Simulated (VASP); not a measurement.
# WS2 in VASP: notebook, part 2 of 2

VASP 6.6.1.

## 3. Single point, PBEsol

Contents of INCAR:

```
SYSTEM = WS2
PREC     = Accurate       ! precision mode
ENCUT    = 520            ! plane-wave cutoff, eV
EDIFF    = 1E-6           ! SCF threshold, eV
ISMEAR   = 0              ! smearing method
SIGMA    = 0.05           ! smearing width, eV
LREAL    = .FALSE.        ! projectors in reciprocal space
LASPH    = .TRUE.         ! aspherical terms in the spheres
NELM     = 100            ! most SCF steps
ALGO     = Normal         ! electronic algorithm
ISIF     = 2              ! what is computed and relaxed
LWAVE    = .FALSE.        ! write WAVECAR
LCHARG   = .FALSE.        ! write CHGCAR
GGA      = PS             ! functional
NBANDS   = 35             ! bands
```

Contents of KPOINTS:

```
Automatic mesh
0
G
  12 12 2
  0 0 0
```

Contents of POSCAR:

```
WS2
1.0
    3.1458813836      0.0000000000      0.0000000000
   -1.5729406918      2.7244131955      0.0000000000
    0.0000000000      0.0000000000     23.5674572586
W S
2 4
Direct
    0.3333333333      0.6666666667      0.6345758579
    0.6666666667      0.3333333333      0.3654241421
    0.3333333333      0.6666666667      0.2989469828
    0.6666666667      0.3333333333      0.5680493466
    0.3333333333      0.6666666667      0.4319506534
    0.6666666667      0.3333333333      0.7010530172
```

Potentials or basis: VASP PAW PBE potentials, release 64 (W_sv, S).

On the command line:

```
> cat potpaw_PBE.64/W_sv/POTCAR potpaw_PBE.64/S/POTCAR > POTCAR
> mpirun -np 1 vasp_std > vasp.out
```

OUTCAR:

```text
SYSTEM = WS2
   PREC = Accurate
   ENCUT = 520
   EDIFF = 1E-6
   ISMEAR = 0
   LREAL = .FALSE.
   LASPH = .TRUE.
   NELM = 100
   ISIF = 2
   GGA = PS

 ion  position               nearest neighbor table
   1  0.333  0.667  0.635-   6 2.40   6 2.40   6 2.40   4 2.40   4 2.40   4 2.40
   2  0.667  0.333  0.365-   3 2.40   3 2.40   3 2.40   5 2.40   5 2.40   5 2.40
   3  0.333  0.667  0.299-   2 2.40   2 2.40   2 2.40
   4  0.667  0.333  0.568-   1 2.40   1 2.40   1 2.40
   5  0.333  0.667  0.432-   2 2.40   2 2.40   2 2.40
   6  0.667  0.333  0.701-   1 2.40   1 2.40   1 2.40

  LATTYP: Found a hexagonal cell.
 ALAT       =     3.1458813836
 C/A-ratio  =     7.4915276150

  Lattice vectors:

 A1 = (   3.1458813836,   0.0000000000,   0.0000000000)
 A2 = (  -1.5729406918,   2.7244131955,   0.0000000000)
 A3 = (   0.0000000000,   0.0000000000,  23.5674572586)

Analysis of symmetry for initial positions (statically):
=====================================================================
 Subroutine PRICEL returns:
 Original cell was already a primitive cell.

 Routine SETGRP: Setting up the symmetry group for a
 hexagonal supercell.

 Subroutine GETGRP returns: Found 12 space group operations
 (whereof 12 operations were pure point group operations)
 out of a pool of 24 trial point group operations.

The static configuration has the point symmetry D_3d.

Analysis of symmetry for dynamics (positions and initial velocities):
=====================================================================
 Subroutine PRICEL returns:
 Original cell was already a primitive cell.

 Routine SETGRP: Setting up the symmetry group for a
 hexagonal supercell.

 Subroutine GETGRP returns: Found 12 space group operations
 (whereof 12 operations were pure point group operations)
 out of a pool of 24 trial point group operations.

The dynamic configuration has the point symmetry D_3d.

 Subroutine INISYM returns: Found 12 space group operations
 (whereof 12 operations are pure point group operations),
 and found     1 'primitive' translations

----------------------------------------------------------------------------------------

                                     Primitive cell

  volume of cell :     201.9892

  direct lattice vectors                    reciprocal lattice vectors
     3.145881384  0.000000000  0.000000000     0.317875939  0.183525759  0.000000000
    -1.572940692  2.724413195  0.000000000     0.000000000  0.367051518  0.000000000
     0.000000000  0.000000000 23.567457259     0.000000000  0.000000000  0.042431391

  length of vectors
     3.145881384  3.145881384 23.567457259     0.367051518  0.367051518  0.042431391

  position of ions in fractional coordinates (direct lattice)
     0.333333333  0.666666667  0.634575858
     0.666666667  0.333333333  0.365424142
     0.333333333  0.666666667  0.298946983
     0.666666667  0.333333333  0.568049347
     0.333333333  0.666666667  0.431950653
     0.666666667  0.333333333  0.701053017

  ion indices of the primitive-cell ions
   primitive index   ion index
                 1           1
                 2           2
                 3           3
                 4           4
[... 30 lines left out ...]
            Coordinates               Weight
  0.000000  0.000000  0.000000      1.000000
  0.083333  0.000000  0.000000      6.000000
  0.166667  0.000000  0.000000      6.000000
  0.250000 -0.000000  0.000000      6.000000
  0.333333  0.000000  0.000000      6.000000
  0.416667  0.000000  0.000000      6.000000
[... 16 lines left out ...]
  0.250000 -0.000000  0.500000      6.000000
  0.333333  0.000000  0.500000      6.000000
 [... further k-points ...]
   k-points           NKPTS =     38   k-points in BZ     NKDIM =     38   number of bands    NBANDS=     35
   number of dos      NEDOS =    301   number of ions     NIONS =      6
   total plane-waves  NPLWV = 103680
   dimension x,y,z NGX =    24 NGY =   24 NGZ =  180
   dimension x,y,z NGXF=    48 NGYF=   48 NGZF=  360
   ions per type =               2   4
   NGX,Y,Z   is equivalent  to a cutoff of  12.68, 12.68, 12.70 a.u.
   NGXF,Y,Z  is equivalent  to a cutoff of  25.37, 25.37, 25.39 a.u.
 SYSTEM =  WS2
   PREC   = accura    normal or accurate (medium, high low for compatibility)
   ISTART =      0    job   : 0-new  1-cont  2-samecut
   ICHARG =      2    charge: 1-file 2-atom 10-const
   ISPIN  =      1    spin polarized calculation?
   LNONCOLLINEAR =      F non collinear calculations
   LSORBIT =      F    spin-orbit coupling
   LASPH  =      T    aspherical Exc in radial PAW
   ENCUT  =  520.0 eV  38.22 Ry    6.18 a.u.   5.85  5.85 43.82*2*pi/ulx,y,z
   NELM   =    100;   NELMIN=  2; NELMDL= -5     # of ELM steps
   EDIFF  = 0.1E-05   stopping-criterion for ELM
   LREAL  =      F    real-space projection
   EDIFFG = 0.1E-04   stopping-criterion for IOM
   NSW    =      0    number of steps for IOM
   IBRION =     -1    ionic relax: 0-MD 1-quasi-New 2-CG
   NFREE  =      0    steps in history (QN), initial steepest desc. (CG)
   ISIF   =      2    stress and relaxation
   ISYM   =      2    0-nonsym 1-usesym 2-fastsym
   POTIM  = 0.5000    time-step for ionic-motion
   TEBEG  =    0.0;   TEEND  =   0.0 temperature during run
   PSTRESS=    0.0 pullay stress
   NELECT =      52.0000    total number of electrons
   NUPDOWN=      -1.0000    fix difference up-down
   EMIN   =  10.00;   EMAX   =-10.00  energy-range for DOS
   EFERMI =   0.00;   METHOD = LEGACY
   ISMEAR =     0;   SIGMA  =   0.05  broadening in eV -4-tet -1-fermi 0-gaus
   EFERMI_NEDOS =   21; number of points for ismear=-14 and -15
   IALGO  =     38    algorithm
   IMIX   =      4    mixing-type and parameters
     AMIX     =   0.40;   BMIX     =  1.00
     AMIX_MAG =   1.60;   BMIX_MAG =  1.00
  volume/ion in A,a.u.               =      33.66       227.18
  Fermi-wavevector in a.u.,A,eV,Ry     =   1.041438  1.968032 14.756774  1.084592
  Thomas-Fermi vector in A             =   2.176058
   LORBIT       =      0    0 simple, 1 ext, 2 COOP (PROOUT), +10 PAW based schemes
   GGA     = PS    functional components
   LHFCALC =     F    Hartree Fock is set to
   AEXX    =    0.0000 exact exchange contribution
   IVDW    =     0    specifies the selected vdW correction
   LEPSILON=     F    determine dielectric tensor
   LRPA    =     F    only Hartree local field effects (RPA)
 non-spin polarized calculation
 Gauss-broadening in eV      SIGMA  =   0.05
  energy-cutoff  :      520.00
  volume of cell :      201.99
 maximum number of plane-waves:      5476
 NGX is ok and might be reduce to    24
   NGX = 11   NGY = 11   NGZ = 87

 number of electron      51.9999987 magnetization

 Free energy of the ion-electron system (eV)
  ---------------------------------------------------
  ext. energy  EPLUGINS =         0.00000000
  ---------------------------------------------------
  free energy    TOTEN  =       -50.52448845 eV

  energy without entropy =      -50.52448845  energy(sigma->0) =      -50.52448845

 E-fermi :   1.4747     XC(G=0):  -6.2603

 val. band max:        1.1289893661   @ k =   0.0000   0.0000   0.5000
 cond. band min:       2.6668789995   @ k =   0.1667   0.1667   0.0000
 fundamental gap:      1.5378896334
 Fermi energy:         1.4746590664

 k-point     1 :       0.0000    0.0000    0.0000
  band No.  band energies     occupation
      1     -73.0573      2.00000
      2     -73.0573      2.00000
      3     -37.3356      2.00000
      4     -37.3356      2.00000
      5     -37.1411      2.00000
      6     -37.1411      2.00000
[... 901 lines left out ...]
     34       5.5225      0.00000
     35       7.4113      0.00000

 [... further k-points ...]

------------------------ aborting loop because EDIFF is reached ----------------------------------------

  FORCE on cell =-STRESS in cart. coord.  units (eV):
  Direction    XX          YY          ZZ          XY          YZ          ZX
  --------------------------------------------------------------------------------------
  -------------------------------------------------------------------------------------
  Total        0.0774319      0.0774319      0.0829374      0.0000000      0.0000000      0.0000000
  in kB        0.6141896      0.6141896      0.6578588      0.0000000      0.0000000      0.0000000
  external PRESSURE =       0.6287460 kB  Pullay stress =       0.0000000 kB

 VOLUME and BASIS-vectors are now :
 -----------------------------------------------------------------------------
  energy-cutoff  :      520.00
  volume of cell :      201.99
      direct lattice vectors                 reciprocal lattice vectors
     3.145881384  0.000000000  0.000000000     0.317875939  0.183525759  0.000000000
    -1.572940692  2.724413195  0.000000000     0.000000000  0.367051518  0.000000000
     0.000000000  0.000000000 23.567457259     0.000000000  0.000000000  0.042431391

 POSITION                                       TOTAL-FORCE (eV/Angst)
 -----------------------------------------------------------------------------------
     -0.00000      1.81628     14.95534        -0.000000      0.000000      0.001255
      1.57294      0.90814      8.61212         0.000000     -0.000000     -0.001255
     -0.00000      1.81628      7.04542        -0.000000      0.000000     -0.020794
      1.57294      0.90814     13.38748         0.000000      0.000000     -0.020425
     -0.00000      1.81628     10.17998        -0.000000     -0.000000      0.020425
      1.57294      0.90814     16.52204        -0.000000      0.000000      0.020794
 -----------------------------------------------------------------------------------
    total drift:                                0.000000      0.000000      0.000000

  FREE ENERGIE OF THE ION-ELECTRON SYSTEM (eV)
  ---------------------------------------------------
  free  energy   TOTEN  =       -50.5244884494 eV

  energy  without entropy=      -50.5244884494  energy(sigma->0) =      -50.52448845
```

Run time: 11 min. Hardware: 1 thread of Intel Xeon 8259CL, shared host; peak memory 0.44 GiB.

What came out:

```yaml
Free_energy: -50.5245 eV
Largest_force: 0.021 eV/Å
Band_gap_on_the_k_mesh: 1.54 eV (least direct gap 1.91 eV)
```

Forces in eV/Å, atoms in the order of the input:
```
W    0.000  0.000  0.001
W    0.000  0.000 -0.001
S    0.000  0.000 -0.021
S    0.000  0.000 -0.020
S    0.000  0.000  0.020
S    0.000  0.000  0.021
```

Levels at points of the mesh, in eV from the valence-band top:
```
           k point  band 24  band 25  band 26  band 27  band 28  band 29
(0.00, 0.00, 0.00)    -1.84    -0.61     0.00     2.70     2.70     2.71
(0.50, 0.00, 0.00)    -1.44    -1.29    -1.23     2.72     2.73     3.07
(0.00, 0.00, 0.50)    -1.84    -0.61     0.00     2.70     2.70     2.71
(0.50, 0.00, 0.50)    -1.44    -1.29    -1.23     2.72     2.73     3.07
```

Caveat: the PAW data sets were made with another functional, which shifts forces and pressure a little; spin-orbit coupling is left out, which moves the levels of the heavy elements.
